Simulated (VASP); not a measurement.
Set up this calculation in VASP 6.6.1, as the native input.

```yaml
Task: single point
Functional: PBE
Potentials_or_basis: VASP PAW PBE potentials, release 64 (Mn_pv)
Cutoff: 520 eV
k_mesh: 12 × 12 × 6
Occupations: gaussian, width 0.1 eV
Spin: no spin polarisation
Dipole_correction: no
Further_INCAR_settings: ALGO = Normal; EDIFF = 1e-06; NBANDS = 20
```

The structure of Mn lies in POSCAR:

```
Mn
1.0
    2.4791501079      0.0000000000      0.0000000000
   -1.2395750539      2.1470069732      0.0000000000
    0.0000000000      0.0000000000      4.0253555608
Mn
2
Direct
    0.3333333333      0.6666666667      0.2500000000
    0.6666666667      0.3333333333      0.7500000000
```

These files were run (other wordings do the same):

INCAR

```
SYSTEM = Mn
ALGO = Normal
EDIFF = 1E-6
ENCUT = 520
GGA = PE
ISIF = 2
ISMEAR = 0
LASPH = .TRUE.
LCHARG = .FALSE.
LREAL = .FALSE.
LWAVE = .FALSE.
NBANDS = 20
NELM = 80
PREC = Accurate
SIGMA = 0.1
```

KPOINTS

```
k-points
0
G
  12 12 6
  0 0 0
```

Potentials or basis: VASP PAW PBE potentials, release 64 (Mn_pv).

The run is started by

```bash
$ cat potpaw_PBE.64/Mn_pv/POTCAR > POTCAR
$ mpirun -np 1 vasp_std > vasp.out
```

It gave:

```yaml
Pressure: -0.2 GPa
Band_gap_on_the_k_mesh: zero (band 13 reaches 11.39 eV, above the bottom of band 14 at 9.38 eV)
```

Caveat: the run has no spin polarisation, though such a crystal can be magnetic.

Wall time 14 s on 1 thread of AMD EPYC 9R45 (Zen 5) (shared host), peak memory 0.11 GiB.
